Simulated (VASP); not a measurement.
# MoW5 (P4/mmm) in VASP: further runs, part 2 of 2

VASP 6.6.1. The steps go on from the part before.

## (3) Single point, PBE

This run uses another cell than the first one: it holds 12 atoms, not 6.

Contents of INCAR:

```
SYSTEM = MoW5
PREC = Accurate
ENCUT = 520
EDIFF = 1E-6
ISMEAR = 0
SIGMA = 0.2
LREAL = .False.
LASPH = .True.
NELM = 100
ALGO = Fast
ISIF = 2
LWAVE = .False.
LCHARG = .False.
GGA = PE
NBANDS = 96
```

Contents of KPOINTS:

```
Automatic mesh
0
Gamma
  6 6 1
  0 0 0
```

Contents of POSCAR:

```
MoW5
1.0
    3.1798401000      0.0000000000      0.0000000000
    0.0000000000      3.1798401000      0.0000000000
    0.0000000000      0.0000000000     19.0835886000
Mo W
2 10
Direct
    0.5000000000      0.5000000000      0.2500000000
    0.5000000000      0.5000000000      0.7500000000
    0.0000000000      0.0000000000      0.3329670000
    0.0000000000      0.0000000000      0.8329670000
    0.5000000000      0.5000000000      0.4164290000
    0.5000000000      0.5000000000      0.9164290000
    0.0000000000      0.0000000000      0.0000000000
    0.0000000000      0.0000000000      0.5000000000
    0.5000000000      0.5000000000      0.0835710000
    0.5000000000      0.5000000000      0.5835710000
    0.0000000000      0.0000000000      0.1670330000
    0.0000000000      0.0000000000      0.6670330000
```

Potentials or basis: VASP PAW PBE potentials, release 64 (Mo_sv, W_sv).

Run with:

```
$ cat potpaw_PBE.64/Mo_sv/POTCAR potpaw_PBE.64/W_sv/POTCAR > POTCAR
$ mpirun -np 1 vasp_std > vasp.out
```

Wall time 2.3 min (1 thread of Intel Xeon 6975P-C (Granite Rapids), shared host); peak memory 0.35 GiB.

The run converged. Its results:

- Free energy: -151.6554 eV
- Pressure: 0.2 GPa
- Largest force: 0.036 eV/Å
- Band gap on the k mesh: zero (bands 84 and 85 overlap by 1.27 eV)

Forces in eV/Å, atoms in the order of the input:
```
Mo   0.000  0.000  0.000
Mo   0.000  0.000  0.000
W    0.000  0.000  0.036
W    0.000  0.000  0.036
W    0.000  0.000 -0.008
W    0.000  0.000 -0.008
W    0.000  0.000  0.000
W    0.000  0.000  0.000
W    0.000  0.000  0.008
W    0.000  0.000  0.008
W    0.000  0.000 -0.036
W    0.000  0.000 -0.036
```

Stress tensor (GPa, compression positive):
```
0.20 0.00 0.00
0.00 0.20 0.00
0.00 0.00 0.33
```

Levels at points of the mesh, in eV from the Fermi level:
```
           k point  band 80  band 81  band 82  band 83  band 84  band 85  band 86  band 87  band 88  band 89
(0.00, 0.00, 0.00)    -0.88    -0.77    -0.71    -0.59    -0.59    -0.49    -0.49    -0.15    -0.01     0.76
(0.50, 0.00, 0.00)    -0.88    -0.61    -0.60    -0.49    -0.49     0.20     0.28     0.37     0.40     0.77
(0.50, 0.50, 0.00)    -0.34    -0.09    -0.09     0.77     0.77     1.87     1.92     2.04     2.21     2.26
```

Caveat: spin-orbit coupling is left out, which moves the levels of the heavy elements.

## (4) Single point, PBE (14.15 Å³/atom)

This run uses another cell than the first one, of 14.15 Å³/atom.

Contents of INCAR:

```
SYSTEM = MoW5
PREC = Accurate ; ENCUT = 520
EDIFF = 1E-7 ; ISMEAR = 0
SIGMA = 0.1 ; LREAL = .False.
LASPH = .True. ; NELM = 100
ALGO = Fast ; ISIF = 2
LWAVE = .False. ; LCHARG = .True.
GGA = PE ; LELF = .True.
LVHAR = .True. ; NBANDS = 51
```

Contents of KPOINTS:

```
regular mesh
0
Gamma
  12 12 4
  0 0 0
```

Contents of POSCAR:

```
MoW5
1.0
    3.0472807187      0.0000000000      0.0000000000
    0.0000000000      3.0472807187      0.0000000000
    0.0000000000      0.0000000000      9.1432029152
Mo W
1 5
Direct
    0.5000000000      0.5000000000      0.5000000000
    0.0000000000      0.0000000000      0.6653729462
    0.5000000000      0.5000000000      0.8326710674
    0.0000000000      0.0000000000      0.0000000000
    0.5000000000      0.5000000000      0.1673289326
    0.0000000000      0.0000000000      0.3346270538
```

Run with:

```
$ cat potpaw_PBE.64/Mo_sv/POTCAR potpaw_PBE.64/W_sv/POTCAR > POTCAR
$ mpirun -np 1 vasp_std > vasp.out
```

It took 3 min on 1 thread of Intel Xeon 6975P-C (Granite Rapids), shared host; peak memory 0.39 GiB.

It converged, with:

| Property | Result |
| --- | --- |
| Free energy | -74.0855 eV |
| Pressure | 50.0 GPa |
| Largest force | 0.013 eV/Å |
| Band gap on the k mesh | zero (bands 42 and 43 overlap by 1.89 eV) |

Forces on the atoms (eV/Å):
```
Mo   0.000  0.000  0.000
W    0.000  0.000 -0.013
W    0.000  0.000  0.003
W    0.000  0.000  0.000
W    0.000  0.000 -0.003
W    0.000  0.000  0.013
```

Levels at points of the mesh, in eV from the Fermi level:
```csv
k point,band 39,band 40,band 41,band 42,band 43,band 44,band 45,band 46
"(0.00, 0.00, 0.00)",-1.49,-1.49,-1.22,-1.18,-0.34,-0.16,0.81,0.81
"(0.50, 0.00, 0.00)",-0.95,-0.92,-0.82,-0.82,-0.69,-0.67,1.17,1.40
"(0.50, 0.50, 0.00)",-1.76,-1.76,1.19,1.19,2.12,2.30,2.57,2.96
"(0.00, 0.00, 0.50)",-1.34,-1.17,-0.81,-0.81,-0.69,-0.69,1.08,1.19
"(0.50, 0.00, 0.50)",-2.24,-2.21,0.13,0.20,0.29,0.35,1.19,1.20
"(0.50, 0.50, 0.50)",-0.11,-0.11,0.16,0.16,2.18,2.49,2.57,2.71
```

Caveat: the cell stands under pressure; spin-orbit coupling is left out, which moves the levels of the heavy elements.

## (5) Single point, PBE (14.63 Å³/atom)

This run uses another cell than the first one, of 14.63 Å³/atom.

Contents of INCAR:

```
SYSTEM = MoW5
  PREC = Accurate
  ENCUT = 520
  EDIFF = 1E-7
  ISMEAR = 0
  SIGMA = 0.1
  LREAL = .False.
  LASPH = .True.
  NELM = 100
  ALGO = Fast
  ISIF = 2
  LWAVE = .False.
  LCHARG = .False.
  GGA = PE
  NBANDS = 51
```

KPOINTS is that of step 4.

Contents of POSCAR:

```
MoW5
1.0
    3.0813468213      0.0000000000      0.0000000000
    0.0000000000      3.0813468213      0.0000000000
    0.0000000000      0.0000000000      9.2469996149
Mo W
1 5
Direct
    0.5000000000      0.5000000000      0.5000000000
    0.0000000000      0.0000000000      0.6655008199
    0.5000000000      0.5000000000      0.8327316680
    0.0000000000      0.0000000000      0.0000000000
    0.5000000000      0.5000000000      0.1672683320
    0.0000000000      0.0000000000      0.3344991801
```

Potentials or basis: VASP PAW PBE potentials, release 64 (Mo_sv, W_sv).

Run with:

```
$ cat potpaw_PBE.64/Mo_sv/POTCAR potpaw_PBE.64/W_sv/POTCAR > POTCAR
$ mpirun -np 1 vasp_std > vasp.out
```

OUTCAR:

```text
SYSTEM = MoW5
   PREC = Accurate
   ENCUT = 520
   EDIFF = 1E-7
   ISMEAR = 0
   LREAL = .False.
   LASPH = .True.
   NELM = 100
   ISIF = 2
   GGA = PE

 ion  position               nearest neighbor table
   1  0.500  0.500  0.500-   2 2.66   6 2.66   2 2.66   6 2.66   2 2.66   6 2.66   2 2.66   6 2.66
                             5 3.08   3 3.08
   2  0.000  0.000  0.666-   1 2.66   1 2.66   1 2.66   1 2.66   3 2.67   3 2.67   3 2.67   3 2.67
                             6 3.06   4 3.09
   3  0.500  0.500  0.833-   2 2.67   2 2.67   2 2.67   2 2.67   4 2.67   4 2.67   4 2.67   4 2.67
                             1 3.08   5 3.09
   4  0.000  0.000  0.000-   3 2.67   5 2.67   3 2.67   5 2.67   3 2.67   5 2.67   3 2.67   5 2.67
                             2 3.09   6 3.09
[... 1510 lines left out ...]
  Total       18.9310809     18.9310809     18.9327004      0.0000000      0.0000000     -0.0000000
  in kB      345.4649479    345.4649479    345.4945011      0.0000000      0.0000000     -0.0000000
  external PRESSURE =     345.4747990 kB  Pullay stress =       0.0000000 kB

 VOLUME and BASIS-vectors are now :
 -----------------------------------------------------------------------------
  energy-cutoff  :      520.00
  volume of cell :       87.80
      direct lattice vectors                 reciprocal lattice vectors
     3.081346821  0.000000000  0.000000000     0.324533413  0.000000000  0.000000000
     0.000000000  3.081346821  0.000000000     0.000000000  0.324533413  0.000000000
     0.000000000  0.000000000  9.246999615     0.000000000  0.000000000  0.108143186

 POSITION                                       TOTAL-FORCE (eV/Angst)
 -----------------------------------------------------------------------------------
      1.54067      1.54067      4.62350        -0.000000     -0.000000      0.000000
      0.00000      0.00000      6.15389         0.000000     -0.000000     -0.010870
      1.54067      1.54067      7.70027         0.000000      0.000000      0.002148
      0.00000      0.00000      0.00000        -0.000000     -0.000000      0.000000
      1.54067      1.54067      1.54673        -0.000000      0.000000     -0.002148
      0.00000      0.00000      3.09311        -0.000000     -0.000000      0.010870
 -----------------------------------------------------------------------------------
    total drift:                                0.000000     -0.000000      0.000000

  FREE ENERGIE OF THE ION-ELECTRON SYSTEM (eV)
  ---------------------------------------------------
  free  energy   TOTEN  =       -74.8472643215 eV

  energy  without entropy=      -74.8332385054  energy(sigma->0) =      -74.84025141
```

stdout:

```text
POSCAR found type information on POSCAR MoW
 POSCAR found :  2 types and       6 ions
 scaLAPACK will be used
 LDA part: xc-table for (Slater+PW92), standard interpolation
 POSCAR, INCAR and KPOINTS ok, starting setup
 FFT: planning ... GRIDC
 FFT: planning ... GRID_SOFT
 FFT: planning ... GRID
 WAVECAR not read
 entering main loop
WARNING in EDDRMM: call to ZHEGV failed, returncode =   8  4     47
```

It took 2.8 min on 1 thread of Intel Xeon 6975P-C (Granite Rapids), shared host; peak memory 0.4 GiB.

Results:

```yaml
Free_energy: -74.8473 eV
Pressure: 34.5 GPa
Largest_force: 0.011 eV/Å
Band_gap_on_the_k_mesh: zero (bands 42 and 43 overlap by 1.70 eV)
```

Forces in eV/Å, atoms in the order of the input:
```
Mo   0.000  0.000  0.000
W    0.000  0.000 -0.011
W    0.000  0.000  0.002
W    0.000  0.000  0.000
W    0.000  0.000 -0.002
W    0.000  0.000  0.011
```

Levels at points of the mesh, in eV from the Fermi level:
```
           k point  band 39  band 40  band 41  band 42  band 43  band 44  band 45  band 46
(0.00, 0.00, 0.00)    -1.40    -1.40    -1.10    -1.06    -0.30    -0.13     0.79     0.79
(0.50, 0.00, 0.00)    -0.95    -0.93    -0.77    -0.77    -0.65    -0.63     1.15     1.38
(0.50, 0.50, 0.00)    -1.76    -1.76     1.05     1.05     2.04     2.22     2.48     2.84
(0.00, 0.00, 0.50)    -1.26    -1.09    -0.76    -0.76    -0.65    -0.65     1.08     1.17
(0.50, 0.00, 0.50)    -2.12    -2.10     0.14     0.21     0.30     0.35     1.05     1.06
(0.50, 0.50, 0.50)    -0.20    -0.20     0.07     0.07     2.10     2.41     2.48     2.61
```

Caveat: the cell stands under pressure; spin-orbit coupling is left out, which moves the levels of the heavy elements.

## (6) Summary

| cell | k mesh | smearing | further INCAR settings | gap on the mesh (eV) | pressure (GPa) | largest force (eV/Å) |
| --- | --- | --- | --- | --- | --- | --- |
| a = 3.180, b = 3.180, c = 9.542 Å, 6 atoms, atomic positions A | 6 × 6 × 2 | gaussian 0.1 eV | ALGO = Fast; EDIFF = 1e-06; NBANDS = 51 | none | 0.3 | - |
| a = 3.180, b = 3.180, c = 19.084 Å, 12 atoms, atomic positions B | 6 × 6 × 1 | gaussian 0.2 eV | ALGO = Fast; EDIFF = 1e-06; NBANDS = 96 | none | 0.2 | 0.04 |
| a = 3.047, b = 3.047, c = 9.143 Å, 6 atoms, atomic positions C | 12 × 12 × 4 | gaussian 0.1 eV | ALGO = Fast; EDIFF = 1e-07; NBANDS = 51 | none | 50.0 | 0.01 |
| a = 3.081, b = 3.081, c = 9.247 Å, 6 atoms, atomic positions D | 12 × 12 × 4 | gaussian 0.1 eV | ALGO = Fast; EDIFF = 1e-07; NBANDS = 51 | none | 34.5 | 0.01 |

Alike in all rows: task single point; level PBE; potentials or basis VASP PAW PBE potentials, release 64 (Mo_sv, W_sv); no spin polarisation; cutoff (eV) 520.

Caveats: spin-orbit coupling is left out, which moves the levels of the heavy elements; the cell stands under pressure (at least some runs).

Absolute energies hang on the potentials; compare differences alone.
